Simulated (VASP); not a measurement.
# HfC (Fm-3m) in VASP: further runs

HfC is run at these levels: LDA; tasks: single point, relaxation of cell and atoms.

Everything below comes from runs of VASP 6.6.1. Logs are shortened: lines on timing, memory, paths and dates and some standing lists are left out, and cuts for length are marked.

## Step 1: The cell of the first run

It takes space group Fm-3m (No. 225, cubic). The conventional cell has a = 4.519 Å, b = 4.519 Å, c = 4.519 Å, α = 90.00°, β = 90.00°, γ = 90.00°. Hf (site symmetry m-3m) has 6 C at 2.26 Å within 3.0 Å. C (site symmetry m-3m) has 6 Hf at 2.26 Å within 3.0 Å.

## Step 2: Single point, LDA

Input file INCAR:

```
ALGO = Normal
EDIFF = 1E-6
ENCUT = 520
ISIF = 2
ISMEAR = 1
LASPH = T
LCHARG = F
LREAL = F
LWAVE = F
NBANDS = 14
NELM = 100
PREC = Accurate
SIGMA = 0.1
```

Input file KPOINTS:

```
k-points
0
Gamma
  12 12 12
```

Input file POSCAR:

```
HfC
1.0
    0.0000000000      2.2594808289      2.2594808289
    2.2594808289      0.0000000000      2.2594808289
    2.2594808289      2.2594808289      0.0000000000
Hf C
1 1
Direct
    0.5000000000      0.5000000000      0.5000000000
    0.0000000000      0.0000000000      0.0000000000
```

Potentials or basis: VASP PAW LDA potentials, release 64 (Hf_pv, C).

Started as:

```bash
> cat potpaw_LDA.64/Hf_pv/POTCAR potpaw_LDA.64/C/POTCAR > POTCAR
> mpirun -np 1 vasp_std > vasp.out
```

OUTCAR:

```text
EDIFF = 1E-6
   ENCUT = 520
   ISIF = 2
   ISMEAR = 1
   LASPH = T
   LREAL = F
   NELM = 100
   PREC = Accurate

 ion  position               nearest neighbor table
   1  0.500  0.500  0.500-   2 2.26   2 2.26   2 2.26   2 2.26   2 2.26   2 2.26
   2  0.000  0.000  0.000-   1 2.26   1 2.26   1 2.26   1 2.26   1 2.26   1 2.26

  LATTYP: Found a face centered cubic cell.
 ALAT       =     4.5189616578

  Lattice vectors:

 A1 = (   0.0000000000,   2.2594808289,   2.2594808289)
 A2 = (   2.2594808289,   0.0000000000,   2.2594808289)
 A3 = (   2.2594808289,   2.2594808289,   0.0000000000)

Analysis of symmetry for initial positions (statically):
=====================================================================
 Subroutine PRICEL returns:
 Original cell was already a primitive cell.

 Routine SETGRP: Setting up the symmetry group for a
 face centered cubic supercell.

 Subroutine GETGRP returns: Found 48 space group operations
 (whereof 48 operations were pure point group operations)
 out of a pool of 48 trial point group operations.

The static configuration has the point symmetry O_h .

Analysis of symmetry for dynamics (positions and initial velocities):
=====================================================================
 Subroutine PRICEL returns:
 Original cell was already a primitive cell.

 Routine SETGRP: Setting up the symmetry group for a
 face centered cubic supercell.

 Subroutine GETGRP returns: Found 48 space group operations
 (whereof 48 operations were pure point group operations)
 out of a pool of 48 trial point group operations.

The dynamic configuration has the point symmetry O_h .

 Subroutine INISYM returns: Found 48 space group operations
 (whereof 48 operations are pure point group operations),
 and found     1 'primitive' translations

----------------------------------------------------------------------------------------

                                     Primitive cell

  volume of cell :      23.0704

  direct lattice vectors                    reciprocal lattice vectors
     0.000000000  2.259480829  2.259480829    -0.221289773  0.221289773  0.221289773
     2.259480829  0.000000000  2.259480829     0.221289773 -0.221289773  0.221289773
     2.259480829  2.259480829  0.000000000     0.221289773  0.221289773 -0.221289773

  length of vectors
     3.195388432  3.195388432  3.195388432     0.383285130  0.383285130  0.383285130

  position of ions in fractional coordinates (direct lattice)
     0.500000000  0.500000000  0.500000000
     0.000000000  0.000000000  0.000000000

  ion indices of the primitive-cell ions
   primitive index   ion index
                 1           1
                 2           2

----------------------------------------------------------------------------------------

 KPOINTS: k-points

Automatic generation of k-mesh.
 Grid dimensions read from file:
 generate k-points for:   12   12   12

 Generating k-lattice:

  Cartesian coordinates                     Fractional coordinates (reciprocal lattice)
    -0.018440814  0.018440814  0.018440814     0.083333333  0.000000000  0.000000000
     0.018440814 -0.018440814  0.018440814     0.000000000  0.083333333  0.000000000
     0.018440814  0.018440814 -0.018440814     0.000000000  0.000000000  0.083333333

  Length of vectors
     0.031940428  0.031940428  0.031940428

  Shift w.r.t. Gamma in fractional coordinates (k-lattice)
     0.000000000  0.000000000  0.000000000

 Subroutine IBZKPT returns following result:
 ===========================================

 Found     72 irreducible k-points:

 Following reciprocal coordinates:
            Coordinates               Weight
  0.000000  0.000000  0.000000      1.000000
  0.083333  0.000000  0.000000      8.000000
  0.166667  0.000000  0.000000      8.000000
  0.250000  0.000000  0.000000      8.000000
  0.333333  0.000000  0.000000      8.000000
  0.416667  0.000000  0.000000      8.000000
[... 16 lines left out ...]
  0.500000  0.166667  0.000000     24.000000
 -0.416667  0.166667  0.000000     24.000000
 [... further k-points ...]
   k-points           NKPTS =     72   k-points in BZ     NKDIM =     72   number of bands    NBANDS=     14
   number of dos      NEDOS =    301   number of ions     NIONS =      2
   total plane-waves  NPLWV =  13824
   dimension x,y,z NGX =    24 NGY =   24 NGZ =   24
   dimension x,y,z NGXF=    48 NGYF=   48 NGZF=   48
   ions per type =               1   1
   NGX,Y,Z   is equivalent  to a cutoff of  12.49, 12.49, 12.49 a.u.
   NGXF,Y,Z  is equivalent  to a cutoff of  24.97, 24.97, 24.97 a.u.
 SYSTEM =  unknown system
   PREC   = accura    normal or accurate (medium, high low for compatibility)
   ISTART =      0    job   : 0-new  1-cont  2-samecut
   ICHARG =      2    charge: 1-file 2-atom 10-const
   ISPIN  =      1    spin polarized calculation?
   LNONCOLLINEAR =      F non collinear calculations
   LSORBIT =      F    spin-orbit coupling
   LASPH  =      T    aspherical Exc in radial PAW
   ENCUT  =  520.0 eV  38.22 Ry    6.18 a.u.   5.94  5.94  5.94*2*pi/ulx,y,z
   NELM   =    100;   NELMIN=  2; NELMDL= -5     # of ELM steps
   EDIFF  = 0.1E-05   stopping-criterion for ELM
   LREAL  =      F    real-space projection
   EDIFFG = 0.1E-04   stopping-criterion for IOM
   NSW    =      0    number of steps for IOM
   IBRION =     -1    ionic relax: 0-MD 1-quasi-New 2-CG
   NFREE  =      0    steps in history (QN), initial steepest desc. (CG)
   ISIF   =      2    stress and relaxation
   ISYM   =      2    0-nonsym 1-usesym 2-fastsym
   POTIM  = 0.5000    time-step for ionic-motion
   TEBEG  =    0.0;   TEEND  =   0.0 temperature during run
   PSTRESS=    0.0 pullay stress
   NELECT =      14.0000    total number of electrons
   NUPDOWN=      -1.0000    fix difference up-down
   EMIN   =  10.00;   EMAX   =-10.00  energy-range for DOS
   EFERMI =   0.00;   METHOD = LEGACY
   ISMEAR =     1;   SIGMA  =   0.10  broadening in eV -4-tet -1-fermi 0-gaus
   EFERMI_NEDOS =   21; number of points for ismear=-14 and -15
   IALGO  =     38    algorithm
   IMIX   =      4    mixing-type and parameters
     AMIX     =   0.40;   BMIX     =  1.00
     AMIX_MAG =   1.60;   BMIX_MAG =  1.00
  volume/ion in A,a.u.               =      11.54        77.84
  Fermi-wavevector in a.u.,A,eV,Ry     =   1.386007  2.619174 26.137013  1.921016
  Thomas-Fermi vector in A             =   2.510364
   LORBIT       =      0    0 simple, 1 ext, 2 COOP (PROOUT), +10 PAW based schemes
   GGA     = CA    functional components
   LHFCALC =     F    Hartree Fock is set to
   AEXX    =    0.0000 exact exchange contribution
   IVDW    =     0    specifies the selected vdW correction
   LEPSILON=     F    determine dielectric tensor
   LRPA    =     F    only Hartree local field effects (RPA)
 non-spin polarized calculation
 Methfessel and Paxton  Order N= 1 SIGMA  =   0.10
  energy-cutoff  :      520.00
  volume of cell :       23.07
 maximum number of plane-waves:       636
   NGX = 11   NGY = 11   NGZ = 11

 number of electron      13.9999999 magnetization

 Free energy of the ion-electron system (eV)
  ---------------------------------------------------
  ext. energy  EPLUGINS =         0.00000000
  ---------------------------------------------------
  free energy    TOTEN  =       -22.86367262 eV

  energy without entropy =      -22.86337499  energy(sigma->0) =      -22.86357341

 E-fermi :   6.6257     XC(G=0): -12.9098

 val. band max:        6.6017360315   @ k =   0.5000   0.5000   0.0000
 cond. band min:       6.6459444933   @ k =   0.4167   0.3333   0.0000
 fundamental gap:      0.0442084618
 Fermi energy:         6.6257496816

 k-point     1 :       0.0000    0.0000    0.0000
  band No.  band energies     occupation
      1     -22.4468      2.00000
      2     -22.4468      2.00000
      3     -22.4468      2.00000
      4      -6.0242      2.00000
      5       7.6189     -0.00000
      6       7.6189     -0.00000
      7       7.6189     -0.00000
      8       7.8628     -0.00000
      9       7.8628     -0.00000
     10       7.8628     -0.00000
     11      10.1341      0.00000
     12      10.1341      0.00000
     13      14.5539      0.00000
     14      17.8338      0.00000

 k-point     2 :       0.0833    0.0000    0.0000
  band No.  band energies     occupation
      1     -22.5164      2.00000
      2     -22.4531      2.00000
      3     -22.4531      2.00000
      4      -5.8215      2.00000
      5       6.4252      2.01570
      6       6.7460     -0.07076
      7       6.7460     -0.07076
      8       8.2276     -0.00000
      9       8.2276     -0.00000
     10       8.6470      0.00000
     11      11.0435      0.00000
     12      11.0435      0.00000
     13      14.9137      0.00000
     14      18.3771      0.00000

 k-point     3 :       0.1667    0.0000    0.0000
  band No.  band energies     occupation
      1     -22.7017      2.00000
      2     -22.4703      2.00000
      3     -22.4703      2.00000
      4      -5.2469      2.00000
      5       4.9178      2.00000
      6       5.5848      2.00000
      7       5.5848      2.00000
      8       8.8188      0.00000
      9       8.8188      0.00000
     10       9.2000      0.00000
     11      12.7843      0.00000
     12      12.7844      0.00000
     13      15.7662      0.00000
     14      19.7997      0.00000

 k-point     4 :       0.2500    0.0000    0.0000
  band No.  band energies     occupation
      1     -22.9441      2.00000
      2     -22.4935      2.00000
      3     -22.4935      2.00000
      4      -4.3883      2.00000
      5       3.4037      2.00000
      6       4.5890      2.00000
      7       4.5890      2.00000
      8       9.7014      0.00000
      9       9.7014      0.00000
     10       9.7285      0.00000
     11      14.7246      0.00000
     12      14.7246      0.00000
     13      16.5498      0.00000
     14      19.8887      0.00000

 k-point     5 :       0.3333    0.0000    0.0000
  band No.  band energies     occupation
      1     -23.1755      2.00000
      2     -22.5165      2.00000
      3     -22.5165      2.00000
      4      -3.3596      2.00000
      5       1.9853      2.00000
      6       3.8492      2.00000
      7       3.8492      2.00000
      8      10.4982      0.00000
      9      10.7817      0.00000
     10      10.7817      0.00000
     11      16.3840      0.00000
[... 276 lines left out ...]
 k-point    22 :       0.4167    0.1667    0.0000
  band No.  band energies     occupation
      1     -23.1960      2.00000
      2     -22.6360      2.00000
      3     -22.6046      2.00000
      4      -3.0821      2.00000
      5       1.6986      2.00000
      6       3.7852      2.00000
      7       4.3943      2.00000
      8       8.6217     -0.00000
      9      12.4077      0.00000
     10      12.7254      0.00000
     11      15.2564      0.00000
     12      15.9419      0.00000
     13      18.8397      0.00000
     14      19.8657      0.00000

 k-point    23 :       0.5000    0.1667    0.0000
  band No.  band energies     occupation
      1     -23.2937      2.00000
      2     -22.6828      2.00000
      3     -22.5982      2.00000
      4      -2.4493      2.00000
      5       1.0740      2.00000
      6       3.5604      2.00000
      7       3.8724      2.00000
      8       9.7574      0.00000
      9      12.5763      0.00000
     10      12.8793      0.00000
     11      15.7445      0.00000
     12      16.9381      0.00000
     13      18.8819      0.00000
     14      19.8463      0.00000

 k-point    24 :      -0.4167    0.1667    0.0000
  band No.  band energies     occupation
      1     -23.3030      2.00000
      2     -22.7156      2.00000
      3     -22.5749      2.00000
      4      -2.2155      2.00000
      5       0.8140      2.00000
      6       3.5872      2.00000
      7       3.6152      2.00000
      8      11.0390      0.00000
      9      11.9112      0.00000
     10      12.1590      0.00000
     11      16.0058      0.00000
     12      17.4985      0.00000
     13      18.5079      0.00000
     14      19.8759      0.00000

 [... further k-points ...]

------------------------ aborting loop because EDIFF is reached ----------------------------------------

  FORCE on cell =-STRESS in cart. coord.  units (eV):
  Direction    XX          YY          ZZ          XY          YZ          ZX
  --------------------------------------------------------------------------------------
  -------------------------------------------------------------------------------------
  Total        1.5841872      1.5841872      1.5841872      0.0000000      0.0000000      0.0000000
  in kB      110.0173327    110.0173327    110.0173327      0.0000000      0.0000000      0.0000000
  external PRESSURE =     110.0173327 kB  Pullay stress =       0.0000000 kB

 VOLUME and BASIS-vectors are now :
 -----------------------------------------------------------------------------
  energy-cutoff  :      520.00
  volume of cell :       23.07
      direct lattice vectors                 reciprocal lattice vectors
     0.000000000  2.259480829  2.259480829    -0.221289773  0.221289773  0.221289773
     2.259480829  0.000000000  2.259480829     0.221289773 -0.221289773  0.221289773
     2.259480829  2.259480829  0.000000000     0.221289773  0.221289773 -0.221289773

 POSITION                                       TOTAL-FORCE (eV/Angst)
 -----------------------------------------------------------------------------------
      2.25948      2.25948      2.25948         0.000000      0.000000      0.000000
      0.00000      0.00000      0.00000         0.000000      0.000000      0.000000
 -----------------------------------------------------------------------------------
    total drift:                                0.000000     -0.000000      0.000000

  FREE ENERGIE OF THE ION-ELECTRON SYSTEM (eV)
  ---------------------------------------------------
  free  energy   TOTEN  =       -22.8636726232 eV

  energy  without entropy=      -22.8633749930  energy(sigma->0) =      -22.86357341
```

Run time: 38 s. Hardware: 1 thread of AMD EPYC 7R13, shared host; peak memory 0.12 GiB.

What came out:

* Free energy: -22.8637 eV
* Pressure: 11.0 GPa
* Band gap on the k mesh: zero (band 7 reaches 7.62 eV, above the bottom of band 8 at 6.13 eV)

Levels at points of the mesh, in eV from the Fermi level:
```csv
k point,band 5,band 6,band 7,band 8,band 9,band 10
"(0.00, 0.00, 0.00)",0.99,0.99,0.99,1.24,1.24,1.24
"(0.50, 0.00, 0.00)",-6.60,-3.38,-3.38,5.64,5.64,6.18
"(0.50, 0.50, 0.00)",-2.45,-2.22,-0.02,-0.02,5.68,7.25
```

Caveat: spin-orbit coupling is left out, which moves the levels of the heavy elements.

## Step 3: Single point, LDA

This run uses another cell than the first one, of 11.95 Å³/atom, 1.036 times its volume.

Input file INCAR:

```
SYSTEM = HfC
PREC     = Accurate       ! precision mode
ENCUT    = 520            ! plane-wave cutoff, eV
EDIFF    = 1E-6           ! SCF threshold, eV
ISMEAR   = 1              ! smearing method
SIGMA    = 0.1            ! smearing width, eV
LREAL    = .False.        ! projectors in reciprocal space
LASPH    = .True.         ! aspherical terms in the spheres
NELM     = 80             ! most SCF steps
ALGO     = Normal         ! electronic algorithm
ISIF     = 2              ! what is computed and relaxed
LWAVE    = .False.        ! write WAVECAR
LCHARG   = .True.         ! write CHGCAR
GGA      = CA             ! functional
LELF     = .True.         ! ELF
LVHAR    = .True.       
NBANDS   = 14             ! bands
```

Input file KPOINTS:

```
Automatic mesh
0
Gamma
  12 12 12
  0 0 0
```

Input file POSCAR:

```
HfC
1.0
    0.0000000000      2.2865247909      2.2865247909
    2.2865247909      0.0000000000      2.2865247909
    2.2865247909      2.2865247909      0.0000000000
Hf C
1 1
Direct
    0.5000000000      0.5000000000      0.5000000000
    0.0000000000      0.0000000000      0.0000000000
```

Potentials or basis: VASP PAW LDA potentials, release 64 (Hf_pv, C).

Started as:

```bash
> cat potpaw_LDA.64/Hf_pv/POTCAR potpaw_LDA.64/C/POTCAR > POTCAR
> mpirun -np 1 vasp_std > vasp.out
```

OUTCAR:

```text
SYSTEM = HfC
   PREC = Accurate
   ENCUT = 520
   EDIFF = 1E-6
   ISMEAR = 1
   LREAL = .False.
   LASPH = .True.
   NELM = 80
   ISIF = 2
   GGA = CA

 ion  position               nearest neighbor table
   1  0.500  0.500  0.500-   2 2.29   2 2.29   2 2.29   2 2.29   2 2.29   2 2.29
   2  0.000  0.000  0.000-   1 2.29   1 2.29   1 2.29   1 2.29   1 2.29   1 2.29

  LATTYP: Found a face centered cubic cell.
 ALAT       =     4.5730495818

  Lattice vectors:

 A1 = (   0.0000000000,   2.2865247909,   2.2865247909)
 A2 = (   2.2865247909,   0.0000000000,   2.2865247909)
[... 594 lines left out ...]

  FORCE on cell =-STRESS in cart. coord.  units (eV):
  Direction    XX          YY          ZZ          XY          YZ          ZX
  --------------------------------------------------------------------------------------
  -------------------------------------------------------------------------------------
  Total        0.0991843      0.0991843      0.0991843      0.0000000      0.0000000     -0.0000000
  in kB        6.6465402      6.6465402      6.6465402      0.0000000      0.0000000     -0.0000000
  external PRESSURE =       6.6465402 kB  Pullay stress =       0.0000000 kB

 VOLUME and BASIS-vectors are now :
 -----------------------------------------------------------------------------
  energy-cutoff  :      520.00
  volume of cell :       23.91
      direct lattice vectors                 reciprocal lattice vectors
     0.000000000  2.286524791  2.286524791    -0.218672460  0.218672460  0.218672460
     2.286524791  0.000000000  2.286524791     0.218672460 -0.218672460  0.218672460
     2.286524791  2.286524791  0.000000000     0.218672460  0.218672460 -0.218672460

 POSITION                                       TOTAL-FORCE (eV/Angst)
 -----------------------------------------------------------------------------------
      2.28652      2.28652      2.28652        -0.000000     -0.000000     -0.000000
      0.00000      0.00000      0.00000         0.000000      0.000000      0.000000
 -----------------------------------------------------------------------------------
    total drift:                                0.000000     -0.000000      0.000000

  FREE ENERGIE OF THE ION-ELECTRON SYSTEM (eV)
  ---------------------------------------------------
  free  energy   TOTEN  =       -22.8938162408 eV

  energy  without entropy=      -22.8936541936  energy(sigma->0) =      -22.89376223
```

It took 35 s on 1 thread of AMD EPYC 7R13, shared host; peak memory 0.12 GiB.

Results:

| Quantity | Value |
| --- | --- |
| Free energy | -22.8938 eV |
| Pressure | 0.7 GPa |
| Band gap on the k mesh | zero (band 7 reaches 7.30 eV, above the bottom of band 8 at 5.84 eV) |

Caveat: spin-orbit coupling is left out, which moves the levels of the heavy elements.

[end of part 1 of 2]
